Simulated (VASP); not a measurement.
# W in VASP: further runs

Runs on W. Level: PBEsol. Tasks: single point.

All numbers are computed with VASP 6.6.1; they aren't measurements. Logs are shortened: lines on timing, memory, paths and dates and some standing lists are left out, and cuts for length are marked.

### 1 The cell of the first run

The structure is cubic, space group Fm-3m (No. 225). Conventional cell: a = 3.878 Å, b = 3.878 Å, c = 3.878 Å, α = 90.00°, β = 90.00°, γ = 90.00°. Within 3.6 Å of W (site symmetry m-3m) lie 12 W at 2.74 Å.

### 2 Single point, PBEsol (strain -0.030 along x and y, -0.030 along z)

Contents of INCAR:

```
SYSTEM = W
  ALGO = Normal
  EDIFF = 1E-6
  ENCUT = 520
  GGA = PS
  ISIF = 2
  ISMEAR = 0
  LASPH = .True.
  LCHARG = .False.
  LREAL = .False.
  LWAVE = .False.
  NBANDS = 13
  NELM = 100
  PREC = Accurate
  SIGMA = 0.15
```

Contents of KPOINTS:

```
k-points
0
Gamma
  26 26 26
  0 0 0
```

Contents of POSCAR:

```
W
1.0
    0.0000000000      1.9390258939      1.9390258939
    1.9390258939      0.0000000000      1.9390258939
    1.9390258939      1.9390258939      0.0000000000
W
1
Direct
    0.0000000000      0.0000000000      0.0000000000
```

Potentials or basis: VASP PAW PBE potentials, release 64 (W_sv).

Launch:

```sh
> cat potpaw_PBE.64/W_sv/POTCAR > POTCAR
> mpirun -np 1 vasp_std > vasp.out
```

OUTCAR:

```text
SYSTEM = W
   EDIFF = 1E-6
   ENCUT = 520
   GGA = PS
   ISIF = 2
   ISMEAR = 0
   LASPH = .True.
   LREAL = .False.
   NELM = 100
   PREC = Accurate

 ion  position               nearest neighbor table
   1  0.000  0.000  0.000-

  LATTYP: Found a face centered cubic cell.
 ALAT       =     3.8780517878

  Lattice vectors:

 A1 = (   0.0000000000,   1.9390258939,   1.9390258939)
 A2 = (   1.9390258939,   0.0000000000,   1.9390258939)
 A3 = (   1.9390258939,   1.9390258939,   0.0000000000)

Analysis of symmetry for initial positions (statically):
=====================================================================
 Subroutine PRICEL returns:
 Original cell was already a primitive cell.

 Routine SETGRP: Setting up the symmetry group for a
 face centered cubic supercell.

 Subroutine GETGRP returns: Found 48 space group operations
 (whereof 48 operations were pure point group operations)
 out of a pool of 48 trial point group operations.

The static configuration has the point symmetry O_h .

Analysis of symmetry for dynamics (positions and initial velocities):
=====================================================================
 Subroutine PRICEL returns:
 Original cell was already a primitive cell.

 Routine SETGRP: Setting up the symmetry group for a
 face centered cubic supercell.

 Subroutine GETGRP returns: Found 48 space group operations
 (whereof 48 operations were pure point group operations)
 out of a pool of 48 trial point group operations.

The dynamic configuration has the point symmetry O_h .

 Subroutine INISYM returns: Found 48 space group operations
 (whereof 48 operations are pure point group operations),
 and found     1 'primitive' translations

----------------------------------------------------------------------------------------

                                     Primitive cell

  volume of cell :      14.5808

  direct lattice vectors                    reciprocal lattice vectors
     0.000000000  1.939025894  1.939025894    -0.257861435  0.257861435  0.257861435
     1.939025894  0.000000000  1.939025894     0.257861435 -0.257861435  0.257861435
     1.939025894  1.939025894  0.000000000     0.257861435  0.257861435 -0.257861435

  length of vectors
     2.742196717  2.742196717  2.742196717     0.446629107  0.446629107  0.446629107

  position of ions in fractional coordinates (direct lattice)
     0.000000000  0.000000000  0.000000000

  ion indices of the primitive-cell ions
   primitive index   ion index
                 1           1

----------------------------------------------------------------------------------------

 KPOINTS: k-points

Automatic generation of k-mesh.
 Grid dimensions read from file:
 generate k-points for:   26   26   26

 Generating k-lattice:

  Cartesian coordinates                     Fractional coordinates (reciprocal lattice)
    -0.009917748  0.009917748  0.009917748     0.038461538  0.000000000  0.000000000
     0.009917748 -0.009917748  0.009917748     0.000000000  0.038461538  0.000000000
     0.009917748  0.009917748 -0.009917748     0.000000000  0.000000000  0.038461538

  Length of vectors
     0.017178043  0.017178043  0.017178043

  Shift w.r.t. Gamma in fractional coordinates (k-lattice)
     0.000000000  0.000000000  0.000000000

 Subroutine IBZKPT returns following result:
 ===========================================

 Found    511 irreducible k-points:

 Following reciprocal coordinates:
            Coordinates               Weight
  0.000000  0.000000  0.000000      1.000000
  0.038462  0.000000  0.000000      8.000000
  0.076923  0.000000  0.000000      8.000000
  0.115385  0.000000  0.000000      8.000000
  0.153846  0.000000  0.000000      8.000000
  0.192308  0.000000  0.000000      8.000000
[... 16 lines left out ...]
  0.346154  0.038462  0.000000     24.000000
  0.384615  0.038462  0.000000     24.000000
 [... further k-points ...]
   k-points           NKPTS =    511   k-points in BZ     NKDIM =    511   number of bands    NBANDS=     13
   number of dos      NEDOS =    301   number of ions     NIONS =      1
   total plane-waves  NPLWV =   8000
   dimension x,y,z NGX =    20 NGY =   20 NGZ =   20
   dimension x,y,z NGXF=    40 NGYF=   40 NGZF=   40
   ions per type =               1
   NGX,Y,Z   is equivalent  to a cutoff of  12.13, 12.13, 12.13 a.u.
   NGXF,Y,Z  is equivalent  to a cutoff of  24.25, 24.25, 24.25 a.u.
 SYSTEM =  W
   PREC   = accura    normal or accurate (medium, high low for compatibility)
   ISTART =      0    job   : 0-new  1-cont  2-samecut
   ICHARG =      2    charge: 1-file 2-atom 10-const
   ISPIN  =      1    spin polarized calculation?
   LNONCOLLINEAR =      F non collinear calculations
   LSORBIT =      F    spin-orbit coupling
   LASPH  =      T    aspherical Exc in radial PAW
   ENCUT  =  520.0 eV  38.22 Ry    6.18 a.u.   5.10  5.10  5.10*2*pi/ulx,y,z
   NELM   =    100;   NELMIN=  2; NELMDL= -5     # of ELM steps
   EDIFF  = 0.1E-05   stopping-criterion for ELM
   LREAL  =      F    real-space projection
   EDIFFG = 0.1E-04   stopping-criterion for IOM
   NSW    =      0    number of steps for IOM
   IBRION =     -1    ionic relax: 0-MD 1-quasi-New 2-CG
   NFREE  =      0    steps in history (QN), initial steepest desc. (CG)
   ISIF   =      2    stress and relaxation
   ISYM   =      2    0-nonsym 1-usesym 2-fastsym
   POTIM  = 0.5000    time-step for ionic-motion
   TEBEG  =    0.0;   TEEND  =   0.0 temperature during run
   PSTRESS=    0.0 pullay stress
   NELECT =      14.0000    total number of electrons
   NUPDOWN=      -1.0000    fix difference up-down
   EMIN   =  10.00;   EMAX   =-10.00  energy-range for DOS
   EFERMI =   0.00;   METHOD = LEGACY
   ISMEAR =     0;   SIGMA  =   0.15  broadening in eV -4-tet -1-fermi 0-gaus
   EFERMI_NEDOS =   21; number of points for ismear=-14 and -15
   IALGO  =     38    algorithm
   IMIX   =      4    mixing-type and parameters
     AMIX     =   0.40;   BMIX     =  1.00
     AMIX_MAG =   1.60;   BMIX_MAG =  1.00
  volume/ion in A,a.u.               =      14.58        98.40
  Fermi-wavevector in a.u.,A,eV,Ry     =   1.615067  3.052034 35.490004  2.608442
  Thomas-Fermi vector in A             =   2.709875
   LORBIT       =      0    0 simple, 1 ext, 2 COOP (PROOUT), +10 PAW based schemes
   GGA     = PS    functional components
   LHFCALC =     F    Hartree Fock is set to
   AEXX    =    0.0000 exact exchange contribution
   IVDW    =     0    specifies the selected vdW correction
   LEPSILON=     F    determine dielectric tensor
   LRPA    =     F    only Hartree local field effects (RPA)
 non-spin polarized calculation
 Gauss-broadening in eV      SIGMA  =   0.15
  energy-cutoff  :      520.00
  volume of cell :       14.58
 maximum number of plane-waves:       401
   NGX = 11   NGY = 11   NGZ = 11

 number of electron      14.0000004 magnetization

 Free energy of the ion-electron system (eV)
  ---------------------------------------------------
  ext. energy  EPLUGINS =         0.00000000
  ---------------------------------------------------
  free energy    TOTEN  =       -13.17529796 eV

  energy without entropy =      -13.16404307  energy(sigma->0) =      -13.16967051

 E-fermi :  12.0064     XC(G=0): -14.2279

 val. band max:       12.0008073317   @ k =   0.2692   0.0769   0.0385
 cond. band min:      12.0067791706   @ k =  -0.3462   0.4231   0.0769
 fundamental gap:      0.0059718388
 Fermi energy:        12.0064088247

 k-point     1 :       0.0000    0.0000    0.0000
  band No.  band energies     occupation
      1     -61.4040      2.00000
      2     -24.8402      2.00000
      3     -24.8402      2.00000
      4     -24.8402      2.00000
      5       2.4054      2.00000
      6      11.2830      2.00000
      7      11.2830      2.00000
      8      11.2830      2.00000
      9      14.9710      0.00000
     10      14.9710      0.00000
     11      24.9657      0.00000
     12      30.7542      0.00000
     13      30.7542      0.00000

 k-point     2 :       0.0385    0.0000    0.0000
  band No.  band energies     occupation
      1     -61.4014      2.00000
      2     -24.8675      2.00000
      3     -24.8435      2.00000
      4     -24.8435      2.00000
      5       2.4817      2.00000
      6      11.2211      2.00000
      7      11.3193      2.00000
      8      11.3193      2.00000
      9      14.9331      0.00000
     10      14.9331      0.00000
     11      25.1218      0.00000
     12      30.4112      0.00000
     13      30.8985      0.00000

 k-point     3 :       0.0769    0.0000    0.0000
  band No.  band energies     occupation
      1     -61.3937      2.00000
      2     -24.9471      2.00000
      3     -24.8533      2.00000
      4     -24.8533      2.00000
      5       2.7060      2.00000
      6      11.0499      2.00000
      7      11.4221      2.00000
      8      11.4221      2.00000
      9      14.8328      0.00000
     10      14.8328      0.00000
     11      25.5672      0.00000
     12      29.6412      0.00000
     13      31.3232      0.00000
[... 305 lines left out ...]
 k-point    23 :       0.3462    0.0385    0.0000
  band No.  band energies     occupation
      1     -61.2669      2.00000
      2     -26.1433      2.00000
      3     -25.0300      2.00000
      4     -25.0087      2.00000
      5       5.6401      2.00000
      6      10.8436      2.00000
      7      11.3452      2.00000
      8      11.5256      1.99999
      9      15.9003      0.00000
     10      16.5221      0.00000
     11      24.4415      0.00000
     12      29.4067      0.00000
     13      35.1195      0.00000

 k-point    24 :       0.3846    0.0385    0.0000
  band No.  band energies     occupation
      1     -61.2494      2.00000
      2     -26.2966      2.00000
      3     -25.0484      2.00000
      4     -25.0333      2.00000
      5       5.7598      2.00000
      6      11.1408      2.00000
      7      11.3576      2.00000
      8      11.4872      2.00000
      9      16.5571      0.00000
     10      17.0735      0.00000
     11      24.1021      0.00000
     12      28.0587      0.00000
     13      33.8236      0.00000

 [... further k-points ...]
[... 5 lines left out ...]
  --------------------------------------------------------------------------------------
  -------------------------------------------------------------------------------------
  Total        3.0940014      3.0940014      3.0940014      0.0000000     -0.0000000      0.0000000
  in kB      339.9775669    339.9775669    339.9775669      0.0000000     -0.0000000      0.0000000
  external PRESSURE =     339.9775669 kB  Pullay stress =       0.0000000 kB

 VOLUME and BASIS-vectors are now :
 -----------------------------------------------------------------------------
  energy-cutoff  :      520.00
  volume of cell :       14.58
      direct lattice vectors                 reciprocal lattice vectors
     0.000000000  1.939025894  1.939025894    -0.257861435  0.257861435  0.257861435
     1.939025894  0.000000000  1.939025894     0.257861435 -0.257861435  0.257861435
     1.939025894  1.939025894  0.000000000     0.257861435  0.257861435 -0.257861435

 POSITION                                       TOTAL-FORCE (eV/Angst)
 -----------------------------------------------------------------------------------
      0.00000      0.00000      0.00000         0.000000      0.000000      0.000000
 -----------------------------------------------------------------------------------
    total drift:                                0.000000      0.000000      0.000000

  FREE ENERGIE OF THE ION-ELECTRON SYSTEM (eV)
  ---------------------------------------------------
  free  energy   TOTEN  =       -13.1752979600 eV

  energy  without entropy=      -13.1640430670  energy(sigma->0) =      -13.16967051
```

It took 27 s on 1 thread of Intel Xeon 6975P-C (Granite Rapids), shared host; peak memory 0.2 GiB.

Results:

```
Free energy            : -13.1753 eV
Pressure               : 34.0 GPa
Band gap on the k mesh : zero (band 7 reaches 15.85 eV, above the bottom of band 8 at 11.28 eV)
```

Caveat: the cell differs from its parent crystal (strain -0.030 along x and y, -0.030 along z); the PAW data sets were made with another functional, which shifts forces and pressure a little; spin-orbit coupling is left out, which moves the levels of the heavy elements.

(Part 1 of 3 ends here.)
